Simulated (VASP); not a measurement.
A run of VASP 6.6.1:

Contents of INCAR:

```
SYSTEM = Cd
ALGO = Normal
EDIFF = 1E-6
ENCUT = 520
ISIF = 2
ISMEAR = -1
LASPH = .True.
LCHARG = .True.
LELF = .True.
LREAL = .False.
LVHAR = .True.
LWAVE = .False.
NBANDS = 19
NELM = 60
PREC = Accurate
SIGMA = 0.1
```

Contents of KPOINTS:

```
k-points
0
Gamma
  6 6 3
  0 0 0
```

POSCAR

```
Cd
1.0
    2.8818641727      0.0000000000      0.0000000000
   -1.4409320863      2.4957675838      0.0000000000
    0.0000000000      0.0000000000      5.6383707528
Cd
2
Direct
    0.3333333333      0.6666666667      0.2500000000
    0.6666666667      0.3333333333      0.7500000000
```

Potentials or basis: VASP PAW LDA potentials, release 64 (Cd).

Launch:

```sh
$ cat potpaw_LDA.64/Cd/POTCAR > POTCAR
$ mpirun -np 1 vasp_std > vasp.out
```

Hardware: 1 thread of Intel(R) Xeon(R) Platinum 8259CL CPU @ 2.50GHz (Skylake/Cascade Lake), with other jobs on the host.

**Question.** Estimate the wall time of this run.

**Answer.** Wall time 7 s on 1 thread of Intel(R) Xeon(R) Platinum 8259CL CPU @ 2.50GHz (Skylake/Cascade Lake) (shared host), peak memory 0.14 GiB. Counts: scf iterations 11, k points 14.
